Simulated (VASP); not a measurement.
Input of a VASP 6.6.1 run:

POSCAR

```
ZrC
1.0
    0.0000000000      2.3650000000      2.3650000000
    2.3650000000      0.0000000000      2.3650000000
    2.3650000000      2.3650000000      0.0000000000
Zr C
1 1
Direct
    0.3950000000      0.3950000000      0.6050000000
    0.1050000000      0.1050000000     -0.1050000000
```

The input INCAR.step1:

```
SYSTEM = ZrC
ALGO = Normal
EDIFF = 1E-4
ENCUT = 520
GGA = PE
ISMEAR = -1
LASPH = .TRUE.
LCHARG = .FALSE.
LREAL = .FALSE.
LWAVE = .TRUE.
NBANDS = 15
NELM = 60
PREC = Accurate
SIGMA = 0.05
```

INCAR.step2

```
SYSTEM = ZrC
ALGO = Normal
EDIFF = 1E-7
ENCUT = 520
ISIF = 2
ISMEAR = -1
ISTART = 1
LASPH = .TRUE.
LCHARG = .TRUE.
LELF = .TRUE.
LMIXTAU = .TRUE.
LREAL = .FALSE.
LVHAR = .TRUE.
LWAVE = .FALSE.
METAGGA = R2SCAN
NBANDS = 15
NELM = 60
PREC = Accurate
SIGMA = 0.05
```

Contents of KPOINTS:

```
k-points
0
G
  11 11 11
  0 0 0
```

Potentials or basis: VASP PAW PBE potentials, release 64 (Zr_sv, C).

The run is started by

```console
$ cat potpaw_PBE.64/Zr_sv/POTCAR potpaw_PBE.64/C/POTCAR > POTCAR
$ cp INCAR.step1 INCAR
$ mpirun -np 1 vasp_std > vasp.out
$ cp INCAR.step2 INCAR
$ mpirun -np 1 vasp_std > vasp.out
```

(1) Predict the largest force.

(2) Predict the pressure.

(3) Estimate the band gap on the k mesh.

## Answers

(1) 42.408 eV/Å.

(2) 116.4 GPa.

(3) zero (bands 8 and 9 overlap by 1.37 eV).

Caveat: the cell differs from its parent crystal (shortest bond scaled by 0.58); atoms lie so close that the PAW spheres overlap strongly, which falsifies energies and pressures; the stress differs along the axes, from 1 to 346 GPa; the PAW data sets were made with another functional, which shifts forces and pressure a little.
